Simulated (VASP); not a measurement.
The system is ZnS.

```
CELL_PARAMETERS angstrom
3.81100 0.00000 0.00000
-1.90550 3.30042 0.00000
0.00000 0.00000 6.23400
ATOMIC_POSITIONS crystal
Zn 0.66667 0.33333 0.50000
Zn 0.33333 0.66667 0.00000
S 0.66667 0.33333 0.88500
S 0.33333 0.66667 0.38500
```

* Program: VASP 6.6.1
* Task: relaxation of cell and atoms
* Functional: b88 exchange, pbe correlation
* Potentials or basis: VASP PAW PBE potentials, release 64 (Zn, S)
* Cutoff: 500 eV
* k mesh: 8 × 8 × 5
* Occupations: fermi-dirac, width 0.05 eV
* Spin: no spin polarisation

At the start: pressure 2.4 GPa; volume 19.60 Å³/atom.

Where does the relaxation end?

Over 8 steps the energy falls by 9.4 meV/atom and the volume is 20.20 Å³/atom (+3.1 %); space group P6_3mc (No. 186, to 0.1 Å) before and after.

Step by step:
```csv
step,energy change (eV),largest force (eV/Å),pressure (GPa),volume (Å³)
1,0.0000,0.3210,2.39,78.41
2,-0.0300,0.0927,-0.78,81.77
3,-0.0312,0.1288,-0.28,81.20
4,-0.0344,0.0730,-0.10,80.94
5,-0.0359,0.0117,0.12,80.68
6,-0.0360,0.0054,0.18,80.61
7,-0.0374,0.0012,0.01,80.77
8,-0.0374,0.0004,-0.02,80.80
```

Final structure:
```
Zn S
1.0
     3.84655    0.00000    0.00000
    -1.92328    3.33121    0.00000
     0.00000    0.00000    6.30606
Zn S
2 2
Direct
  0.66667 0.33333 0.50522
  0.33333 0.66667 0.00522
  0.66667 0.33333 0.87978
  0.33333 0.66667 0.37978
```

Caveat: the PAW data sets were made with another functional, which shifts forces and pressure a little.
